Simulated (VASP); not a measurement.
# GaN (R3m) in VASP: further runs, part 2 of 2

VASP 6.6.1. The steps go on from the part before.

### Step 3. Single point, r2SCAN (epitaxial 111 strain +3.0%)

POSCAR reads:

```
GaN
1.0
   -0.0633654888      2.2530556285      2.2530556285
    2.2530556285     -0.0633654888      2.2530556285
    2.2530556285      2.2530556285     -0.0633654888
Ga N
1 1
Direct
   -0.0018114739     -0.0018114739     -0.0018114739
    0.2518114739      0.2518114739      0.2518114739
```

INCAR.step1 reads:

```
PREC = Accurate
ENCUT = 520
ISMEAR = 0
SIGMA = 0.01
LREAL = F
LASPH = T
NELM = 80
NBANDS = 16
GGA = PE
ALGO = Normal
EDIFF = 1E-4
LWAVE = T
LCHARG = F
```

INCAR.step2 reads:

```
PREC = Accurate
ENCUT = 520
EDIFF = 1E-7
ISMEAR = 0
SIGMA = 0.01
LREAL = F
LASPH = T
NELM = 80
ALGO = Normal
ISIF = 2
LWAVE = F
LCHARG = F
METAGGA = R2SCAN
LMIXTAU = T
NBANDS = 16
ISTART = 1
```

KPOINTS reads:

```
Automatic mesh
0
Gamma
  10 10 10
```

Potentials or basis: VASP PAW PBE potentials, release 64 (Ga_d, N).

Launch:

```bash
cat potpaw_PBE.64/Ga_d/POTCAR potpaw_PBE.64/N/POTCAR > POTCAR
cp INCAR.step1 INCAR
mpirun -np 1 vasp_std > vasp.out
cp INCAR.step2 INCAR
mpirun -np 1 vasp_std > vasp.out
```

OUTCAR:

```text
PREC = Accurate
   ENCUT = 520
   EDIFF = 1E-7
   ISMEAR = 0
   LREAL = F
   LASPH = T
   NELM = 80
   ISIF = 2
   METAGGA = R2SCAN
   ISTART = 1

 ion  position               nearest neighbor table
   1  0.998  0.998  0.998-   2 1.95   2 1.99   2 1.99   2 1.99
   2  0.252  0.252  0.252-   1 1.95   1 1.99   1 1.99   1 1.99

  LATTYP: Found a trigonal (rhomboedric) cell.
 ALAT       =     3.1869318341
 COS(alpha) =     0.4716892081

  Lattice vectors:

[... 191 lines left out ...]
      5      -8.9197      2.00000
      6      -8.9197      2.00000
[... 433 lines left out ...]
      3      -9.0267      2.00000
      4      -9.0109      2.00000
      5      -8.8649      2.00000
      6      -8.0583      2.00000
[... 8 lines left out ...]
     15      27.0385      0.00000
     16      27.5915      0.00000

 [... further k-points ...]
[... 5 lines left out ...]
  --------------------------------------------------------------------------------------
  -------------------------------------------------------------------------------------
  Total       -1.0854181     -1.0854181     -1.0854181      0.6154747      0.6154747      0.6154747
  in kB      -72.9493041    -72.9493041    -72.9493041     41.3651176     41.3651176     41.3651176
  external PRESSURE =     -72.9493041 kB  Pullay stress =       0.0000000 kB

 VOLUME and BASIS-vectors are now :
 -----------------------------------------------------------------------------
  energy-cutoff  :      520.00
  volume of cell :       23.84
      direct lattice vectors                 reciprocal lattice vectors
    -0.063365489  2.253055628  2.253055628    -0.212771613  0.218928821  0.218928821
     2.253055628 -0.063365489  2.253055628     0.218928821 -0.212771613  0.218928821
     2.253055628  2.253055628 -0.063365489     0.218928821  0.218928821 -0.212771613

 POSITION                                       TOTAL-FORCE (eV/Angst)
 -----------------------------------------------------------------------------------
      4.43470      4.43470      4.43470        -0.010100     -0.010100     -0.010100
      1.11873      1.11873      1.11873         0.010100      0.010100      0.010100
 -----------------------------------------------------------------------------------
    total drift:                               -0.004289     -0.004289     -0.004290

  FREE ENERGIE OF THE ION-ELECTRON SYSTEM (eV)
  ---------------------------------------------------
  free  energy   TOTEN  =       -21.8488250106 eV

  energy  without entropy=      -21.8488250106  energy(sigma->0) =      -21.84882501
```

OUTCAR.step1:

```text
PREC = Accurate
   ENCUT = 520
   ISMEAR = 0
   LREAL = F
   LASPH = T
[... 677 lines left out ...]
 -----------------------------------------------------------------------------------
      4.43470      4.43470      4.43470        -0.016961     -0.016961     -0.016961
      1.11873      1.11873      1.11873         0.016961      0.016961      0.016961
 -----------------------------------------------------------------------------------
    total drift:                               -0.000256     -0.000256     -0.000257

  FREE ENERGIE OF THE ION-ELECTRON SYSTEM (eV)
  ---------------------------------------------------
  free  energy   TOTEN  =       -12.1273431496 eV

  energy  without entropy=      -12.1273431496  energy(sigma->0) =      -12.12734315
```

Run time: 2.9 min. Hardware: 1 thread of AMD EPYC 7R13 (Zen 3), shared host; peak memory 0.15 GiB.

What came out:

| Item | Value |
| --- | --- |
| Free energy | -21.8488 eV |
| Pressure | -7.3 GPa |
| Largest force | 0.017 eV/Å |
| Band gap on the k mesh | 1.65 eV, direct |

Forces on the atoms (eV/Å):
```
Ga  -0.010 -0.010 -0.010
N    0.010  0.010  0.010
```

Levels at points of the mesh, in eV from the valence-band top:
| k point | band 5 | band 6 | band 7 | band 8 | band 9 | band 10 | band 11 | band 12 | band 13 | band 14 |
| --- | --- | --- | --- | --- | --- | --- | --- | --- | --- | --- |
| (0.00, 0.00, 0.00) | -13.66 | -13.66 | -0.23 | -0.23 | 0.00 | 1.65 | 10.28 | 10.28 | 11.27 | 17.77 |
| (0.50, 0.00, 0.00) | -13.61 | -12.58 | -7.09 | -1.11 | -0.95 | 4.83 | 8.96 | 10.66 | 10.97 | 16.10 |
| (0.50, 0.50, 0.00) | -13.59 | -12.14 | -6.20 | -2.97 | -2.60 | 3.55 | 6.88 | 12.05 | 14.20 | 14.53 |
| (0.50, 0.50, 0.50) | -13.61 | -12.39 | -6.89 | -1.28 | -1.28 | 4.34 | 9.21 | 10.19 | 10.19 | 15.75 |

Caveat: the cell differs from its parent crystal (epitaxial 111 strain +3.0%); the PAW data sets were made with another functional, which shifts forces and pressure a little.

### Step 4. Single point, r2SCAN (epitaxial 111 strain +4.0%)

POSCAR reads:

```
GaN
1.0
   -0.0841429794      2.2547676633      2.2547676633
    2.2547676633     -0.0841429794      2.2547676633
    2.2547676633      2.2547676633     -0.0841429794
Ga N
1 1
Direct
   -0.0022964890     -0.0022964890     -0.0022964890
    0.2522964890      0.2522964890      0.2522964890
```

INCAR.step1 reads:

```
PREC = Accurate ; ENCUT = 520
ISMEAR = 0 ; SIGMA = 0.01
LREAL = F ; LASPH = T
NELM = 60 ; NBANDS = 16
GGA = PE ; ALGO = Normal
EDIFF = 1E-4 ; LWAVE = T
LCHARG = F
```

INCAR.step2 reads:

```
PREC = Accurate ; ENCUT = 520
EDIFF = 1E-7 ; ISMEAR = 0
SIGMA = 0.01 ; LREAL = F
LASPH = T ; NELM = 60
ALGO = Normal ; ISIF = 2
LWAVE = F ; LCHARG = F
METAGGA = R2SCAN ; LMIXTAU = T
NBANDS = 16 ; ISTART = 1
```

KPOINTS reads:

```
regular mesh
0
Gamma
  10 10 10
```

Launch:

```bash
cat potpaw_PBE.64/Ga_d/POTCAR potpaw_PBE.64/N/POTCAR > POTCAR
cp INCAR.step1 INCAR
mpirun -np 1 vasp_std > vasp.out
cp INCAR.step2 INCAR
mpirun -np 1 vasp_std > vasp.out
```

Wall time 2.6 min (1 thread of AMD EPYC 7R13 (Zen 3), shared host); peak memory 0.15 GiB.

It converged, with:

* Free energy: -21.8103 eV
* Pressure: -9.6 GPa
* Largest force: 0.019 eV/Å
* Band gap on the k mesh: 1.49 eV, direct

Forces on the atoms (eV/Å):
```
Ga  -0.011 -0.011 -0.011
N    0.011  0.011  0.011
```

Stress tensor (GPa, compression positive):
```
-9.61  5.32  5.32
 5.32 -9.61  5.32
 5.32  5.32 -9.61
```

Levels at points of the mesh, in eV from the valence-band top:
| k point | band 7 | band 8 | band 9 | band 10 | band 11 | band 12 |
| --- | --- | --- | --- | --- | --- | --- |
| (0.00, 0.00, 0.00) | -0.28 | -0.28 | 0.00 | 1.49 | 10.06 | 10.06 |
| (0.50, 0.00, 0.00) | -7.04 | -1.12 | -0.93 | 4.71 | 8.79 | 10.54 |
| (0.50, 0.50, 0.00) | -6.17 | -3.01 | -2.52 | 3.47 | 6.79 | 11.86 |
| (0.50, 0.50, 0.50) | -6.78 | -1.35 | -1.35 | 4.08 | 9.13 | 9.94 |

Caveat: the cell differs from its parent crystal (epitaxial 111 strain +4.0%); the PAW data sets were made with another functional, which shifts forces and pressure a little.

### Step 5. Overview

| cell | gap on the mesh (eV) | pressure (GPa) | largest force (eV/Å) |
| --- | --- | --- | --- |
| a = 3.184 Å, angles 61.2°, 2 atoms | 1.82 | -4.6 | 0.02 |
| a = 3.187 Å, angles 61.9°, 2 atoms | 1.65 | -7.3 | 0.02 |
| a = 3.190 Å, angles 62.5°, 2 atoms | 1.49 | -9.6 | 0.02 |

Alike in all rows: task single point; level r2SCAN; potentials or basis VASP PAW PBE potentials, release 64 (Ga_d, N); no spin polarisation; k mesh 10 × 10 × 10; cutoff (eV) 520; smearing gaussian 0.01 eV.

Caveats: the PAW data sets were made with another functional, which shifts forces and pressure a little.

Absolute energies hang on the potentials; compare differences alone.
